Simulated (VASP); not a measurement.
# PbO2 (P4_2/mnm) in VASP: single point with PBE

Aim: the single point of PbO2 with PBE.

All numbers are computed with VASP 6.6.1; they aren't measurements. Logs are shortened: lines on timing, memory, paths and dates and some standing lists are left out, and cuts for length are marked.

### 1 The cell of the first run

The structure is tetragonal, space group P4_2/mnm (No. 136). The conventional cell has a = 5.081 Å, b = 5.081 Å, c = 3.442 Å, α = 90.00°, β = 90.00°, γ = 90.00°. Pb (site symmetry mmm) has 6 O at 2.21 Å within 2.9 Å. O (site symmetry m2m) has 3 Pb at 2.21 Å and 1 O at 2.76 Å within 2.9 Å.

### 2 Single point, PBE

Input file INCAR:

```
ALGO = Normal ; EDIFF = 1E-6
ENCUT = 520 ; GGA = PE
ISIF = 2 ; ISMEAR = 0
LASPH = True ; LCHARG = False
LREAL = False ; LWAVE = False
NBANDS = 35 ; NELM = 100
PREC = Accurate ; SIGMA = 0.01
```

Input file KPOINTS:

```
k-points
0
Gamma
  8 8 10
```

Input file POSCAR:

```
PbO2
1.0
    5.0807571517      0.0000000000      0.0000000000
    0.0000000000      5.0807571517      0.0000000000
    0.0000000000      0.0000000000      3.4422018843
Pb O
2 4
Direct
    0.0000000000      0.0000000000      0.0000000000
    0.5000000000      0.5000000000      0.5000000000
    0.3079652516      0.3079652516      0.0000000000
    0.1920347484      0.8079652516      0.5000000000
    0.8079652516      0.1920347484      0.5000000000
    0.6920347484      0.6920347484      0.0000000000
```

Potentials or basis: VASP PAW PBE potentials, release 64 (Pb_d, O).

On the command line:

```console
$ cat potpaw_PBE.64/Pb_d/POTCAR potpaw_PBE.64/O/POTCAR > POTCAR
$ mpirun -np 1 vasp_std > vasp.out
```

OUTCAR:

```text
EDIFF = 1E-6
   ENCUT = 520
   GGA = PE
   ISIF = 2
   ISMEAR = 0
   LASPH = True
   LREAL = False
   NELM = 100
   PREC = Accurate

 ion  position               nearest neighbor table
   1  0.000  0.000  0.000-   4 2.21   5 2.21   4 2.21   5 2.21   3 2.21   6 2.21   2 3.98   2 3.98
                             2 3.98   2 3.98   2 3.98   2 3.98   2 3.98   2 3.98
   2  0.500  0.500  0.500-   3 2.21   6 2.21   3 2.21   6 2.21   5 2.21   4 2.21   1 3.98   1 3.98
                             1 3.98   1 3.98   1 3.98   1 3.98   1 3.98   1 3.98
   3  0.308  0.308  0.000-   2 2.21   2 2.21   1 2.21
   4  0.192  0.808  0.500-   1 2.21   1 2.21   2 2.21
   5  0.808  0.192  0.500-   1 2.21   1 2.21   2 2.21
   6  0.692  0.692  0.000-   2 2.21   2 2.21   1 2.21

  LATTYP: Found a simple tetragonal cell.
 ALAT       =     5.0807571517
 C/A-ratio  =     0.6774978180

  Lattice vectors:

 A1 = (   5.0807571517,   0.0000000000,   0.0000000000)
 A2 = (   0.0000000000,   5.0807571517,   0.0000000000)
 A3 = (   0.0000000000,   0.0000000000,   3.4422018843)

Analysis of symmetry for initial positions (statically):
=====================================================================
 Subroutine PRICEL returns:
 Original cell was already a primitive cell.

 Routine SETGRP: Setting up the symmetry group for a
 simple tetragonal supercell.

 Subroutine GETGRP returns: Found 16 space group operations
 (whereof  8 operations were pure point group operations)
 out of a pool of 16 trial point group operations.

The static configuration has the point symmetry D_2h.
 The point group associated with its full space group is D_4h.

Analysis of symmetry for dynamics (positions and initial velocities):
=====================================================================
 Subroutine PRICEL returns:
 Original cell was already a primitive cell.

 Routine SETGRP: Setting up the symmetry group for a
 simple tetragonal supercell.

 Subroutine GETGRP returns: Found 16 space group operations
 (whereof  8 operations were pure point group operations)
 out of a pool of 16 trial point group operations.

The dynamic configuration has the point symmetry D_2h.
 The point group associated with its full space group is D_4h.

 Subroutine INISYM returns: Found 16 space group operations
[... 103 lines left out ...]
   ENCUT  =  520.0 eV  38.22 Ry    6.18 a.u.   9.45  9.45  6.40*2*pi/ulx,y,z
   NELM   =    100;   NELMIN=  2; NELMDL= -5     # of ELM steps
   EDIFF  = 0.1E-05   stopping-criterion for ELM
   LREAL  =      F    real-space projection
   EDIFFG = 0.1E-04   stopping-criterion for IOM
   NSW    =      0    number of steps for IOM
   IBRION =     -1    ionic relax: 0-MD 1-quasi-New 2-CG
   NFREE  =      0    steps in history (QN), initial steepest desc. (CG)
   ISIF   =      2    stress and relaxation
   ISYM   =      2    0-nonsym 1-usesym 2-fastsym
   POTIM  = 0.5000    time-step for ionic-motion
   TEBEG  =    0.0;   TEEND  =   0.0 temperature during run
   PSTRESS=    0.0 pullay stress
   NELECT =      52.0000    total number of electrons
   NUPDOWN=      -1.0000    fix difference up-down
   EMIN   =  10.00;   EMAX   =-10.00  energy-range for DOS
   EFERMI =   0.00;   METHOD = LEGACY
   ISMEAR =     0;   SIGMA  =   0.01  broadening in eV -4-tet -1-fermi 0-gaus
   EFERMI_NEDOS =   21; number of points for ismear=-14 and -15
   IALGO  =     38    algorithm
   IMIX   =      4    mixing-type and parameters
     AMIX     =   0.40;   BMIX     =  1.00
     AMIX_MAG =   1.60;   BMIX_MAG =  1.00
  volume/ion in A,a.u.               =      14.81        99.94
  Fermi-wavevector in a.u.,A,eV,Ry     =   1.369341  2.587679 25.512205  1.875094
  Thomas-Fermi vector in A             =   2.495225
   LORBIT       =      0    0 simple, 1 ext, 2 COOP (PROOUT), +10 PAW based schemes
   GGA     = PE    functional components
   LHFCALC =     F    Hartree Fock is set to
   AEXX    =    0.0000 exact exchange contribution
   IVDW    =     0    specifies the selected vdW correction
   LEPSILON=     F    determine dielectric tensor
   LRPA    =     F    only Hartree local field effects (RPA)
 non-spin polarized calculation
 Gauss-broadening in eV      SIGMA  =   0.01
  energy-cutoff  :      520.00
  volume of cell :       88.86
 maximum number of plane-waves:      2425
 NGX is ok and might be reduce to    40
   NGX = 19   NGY = 19   NGZ = 13

 number of electron      51.9999983 magnetization

 Free energy of the ion-electron system (eV)
  ---------------------------------------------------
  ext. energy  EPLUGINS =         0.00000000
  ---------------------------------------------------
  free energy    TOTEN  =       -31.86740177 eV

  energy without entropy =      -31.86732379  energy(sigma->0) =      -31.86736278

 E-fermi :   3.7284     XC(G=0): -10.3742

 val. band max:        3.7227490672   @ k =   0.1250   0.1250   0.0000
 cond. band min:       3.7315952919   @ k =   0.1250   0.1250   0.0000
 fundamental gap:      0.0088462247
 Fermi energy:         3.7284279173

 k-point     1 :       0.0000    0.0000    0.0000
  band No.  band energies     occupation
      1     -14.2496      2.00000
      2     -14.2098      2.00000
      3     -12.6519      2.00000
      4     -12.6519      2.00000
      5     -11.7674      2.00000
      6     -11.6185      2.00000
[... 901 lines left out ...]
     34      14.9434      0.00000
     35      15.6870      0.00000

 [... further k-points ...]

------------------------ aborting loop because EDIFF is reached ----------------------------------------

  FORCE on cell =-STRESS in cart. coord.  units (eV):
  Direction    XX          YY          ZZ          XY          YZ          ZX
  --------------------------------------------------------------------------------------
  -------------------------------------------------------------------------------------
  Total        0.1088675      0.1088675      0.2186066      0.0000000      0.0000000      0.0000000
  in kB        1.9629792      1.9629792      3.9416726      0.0000000      0.0000000      0.0000000
  external PRESSURE =       2.6225437 kB  Pullay stress =       0.0000000 kB

 VOLUME and BASIS-vectors are now :
 -----------------------------------------------------------------------------
  energy-cutoff  :      520.00
  volume of cell :       88.86
      direct lattice vectors                 reciprocal lattice vectors
     5.080757152  0.000000000  0.000000000     0.196821058  0.000000000  0.000000000
     0.000000000  5.080757152  0.000000000     0.000000000  0.196821058  0.000000000
     0.000000000  0.000000000  3.442201884     0.000000000  0.000000000  0.290511723

 POSITION                                       TOTAL-FORCE (eV/Angst)
 -----------------------------------------------------------------------------------
      0.00000      0.00000      0.00000        -0.000000      0.000000      0.000000
      2.54038      2.54038      1.72110        -0.000000      0.000000      0.000000
      1.56470      1.56470      0.00000        -0.005841     -0.005841      0.000000
      0.97568      4.10508      1.72110         0.005841     -0.005841      0.000000
      4.10508      0.97568      1.72110        -0.005841      0.005841      0.000000
      3.51606      3.51606      0.00000         0.005841      0.005841      0.000000
 -----------------------------------------------------------------------------------
    total drift:                                0.000000     -0.000000     -0.000000

  FREE ENERGIE OF THE ION-ELECTRON SYSTEM (eV)
  ---------------------------------------------------
  free  energy   TOTEN  =       -31.8674017701 eV

  energy  without entropy=      -31.8673237886  energy(sigma->0) =      -31.86736278
```

OSZICAR:

```text
N       E                     dE             d eps       ncg     rms          rms(c)
DAV:   1     0.676421267517E+03    0.67642E+03   -0.25748E+04  6308   0.178E+03
DAV:   2     0.556386644222E+02   -0.62078E+03   -0.59020E+03  6792   0.491E+02
DAV:   3    -0.328352993992E+02   -0.88474E+02   -0.85739E+02  7579   0.204E+02
DAV:   4    -0.373456401931E+02   -0.45103E+01   -0.44667E+01  7981   0.486E+01
DAV:   5    -0.375026096663E+02   -0.15697E+00   -0.15665E+00  8329   0.926E+00    0.139E+01
DAV:   6    -0.318987148842E+02    0.56039E+01   -0.17804E+01  9565   0.492E+01    0.466E+00
DAV:   7    -0.319000203537E+02   -0.13055E-02   -0.16785E+00  7686   0.985E+00    0.279E+00
DAV:   8    -0.318935682239E+02    0.64521E-02   -0.39898E-01  9612   0.554E+00    0.121E+00
DAV:   9    -0.318655924188E+02    0.27976E-01   -0.76027E-02  9634   0.348E+00    0.139E-01
DAV:  10    -0.318675551714E+02   -0.19628E-02   -0.12615E-02  6925   0.633E-01    0.153E-01
DAV:  11    -0.318674323838E+02    0.12279E-03   -0.41562E-04 10059   0.200E-01    0.636E-02
DAV:  12    -0.318674037606E+02    0.28623E-04   -0.10389E-04  7652   0.746E-02    0.175E-02
DAV:  13    -0.318674026723E+02    0.10882E-05   -0.65024E-06  7810   0.302E-02    0.615E-03
DAV:  14    -0.318674015411E+02    0.11312E-05   -0.36030E-06  7379   0.182E-02    0.253E-03
DAV:  15    -0.318674017701E+02   -0.22903E-06   -0.52343E-07  3905   0.538E-03
   1 F= -.31867402E+02 E0= -.31867363E+02  d E =-.779815E-04
```

It took 4.7 min on 1 thread of AMD EPYC 7R43 (Zen 3), shared host; peak memory 0.31 GiB.

Results:

```
Free energy            : -31.8674 eV
Pressure               : 0.3 GPa
Largest force          : 0.008 eV/Å
Band gap on the k mesh : 0.01 eV
```

Forces in eV/Å, atoms in the order of the input:
```
Pb   0.000  0.000  0.000
Pb   0.000  0.000  0.000
O   -0.006 -0.006  0.000
O    0.006 -0.006  0.000
O   -0.006  0.006  0.000
O    0.006  0.006  0.000
```

Levels at points of the mesh, in eV from the valence-band top:
```
           k point  band 24  band 25  band 26  band 27  band 28  band 29
(0.00, 0.00, 0.00)    -0.62    -0.54    -0.54     0.11     3.89     5.76
(0.50, 0.00, 0.00)    -0.64    -0.34    -0.34     2.09     2.09     6.35
(0.50, 0.50, 0.00)    -0.67    -0.44    -0.44     2.48     2.48     6.54
(0.00, 0.00, 0.50)    -1.00    -0.71    -0.71     3.40     3.40     8.61
(0.50, 0.00, 0.50)    -0.69    -0.26    -0.26     3.68     3.68     7.03
(0.50, 0.50, 0.50)    -0.61    -0.47    -0.47     2.55     2.55     8.13
```

Caveat: spin-orbit coupling is left out, which moves the levels of the heavy elements. A k mesh can miss the band edges.
